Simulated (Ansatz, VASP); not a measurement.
**Ta in VASP and in Ansatz**

```
Ta
1.0
    -1.65500    1.65500    1.65500
     1.65500   -1.65500    1.65500
     1.65500    1.65500   -1.65500
Ta
1
Direct
  0.00000 0.00000 0.00000
```

Alike in both runs: task single point; functional PBEsol; k mesh 18 × 18 × 18; occupations gaussian, width 0.05 eV; no spin polarisation.

|  | VASP | Ansatz |
| --- | --- | --- |
| version | VASP 6.6.1 | Ansatz 0.2.0 |
| potentials or method | VASP PAW PBE potentials, release 64 (Ta_pv), cutoff 520 eV | scalar-relativistic, plane waves, PAW |
| valence electrons in the cell | 11 | 13 |

|  | VASP | Ansatz | Ansatz less VASP |
| --- | --- | --- | --- |
| pressure (GPa) | -5.1 | -5.3 | -0.14 |

VASP's potentials were made for PBE, not for PBEsol. With one functional, cell and mesh, what is left measures potentials, basis and numerics. VASP's potentials hold 11 valence electrons a cell and Ansatz's 13, so a difference there can come from the potentials and not from the codes.

Spin-orbit coupling is off throughout.
